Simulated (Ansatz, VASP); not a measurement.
**SbAs2 in VASP and in Ansatz**

```
Sb As
1.0
     5.31536    0.00000    0.00000
    -2.65768    4.60324    0.00000
     0.00000    0.00000    9.83567
Sb As
2 4
Direct
  0.33333 0.66667 0.00000
  0.66667 0.33333 0.00000
  0.00000 0.00000 0.50000
  0.00000 0.00000 0.26511
  0.00000 0.00000 0.73489
  0.00000 0.00000 0.00000
```

Alike in both runs: functional PBE; k mesh 12 × 12 × 4; occupations gaussian, width 0.1 eV; no spin polarisation.

Ansatz relaxed the structure, and its values are those at the end. VASP's run is a single point on that final structure, the one shown.

```csv
,VASP,Ansatz
version,VASP 6.6.1,Ansatz 0.2.0
potentials or method,"VASP PAW PBE potentials, release 64 (Sb, As), cutoff 520 eV","scalar-relativistic, plane waves, PAW"
valence electrons in the cell,30,90
```

```tsv
	VASP	Ansatz	Ansatz less VASP
gap on the k mesh at the Fermi level (eV)	none	none	-
pressure (GPa)	0.0	0.0	-0.05
rms of the force components (eV/Å)	0.013	0.000	-0.0125
```

A gap of «none» marks a metal or a gap that the smearing closes. The functional is the same, so the differences come from potentials, cutoffs and numerics. VASP's potentials hold 30 valence electrons a cell and Ansatz's 90, so a difference there can come from the potentials and not from the codes.

Neither program's run includes spin-orbit coupling.
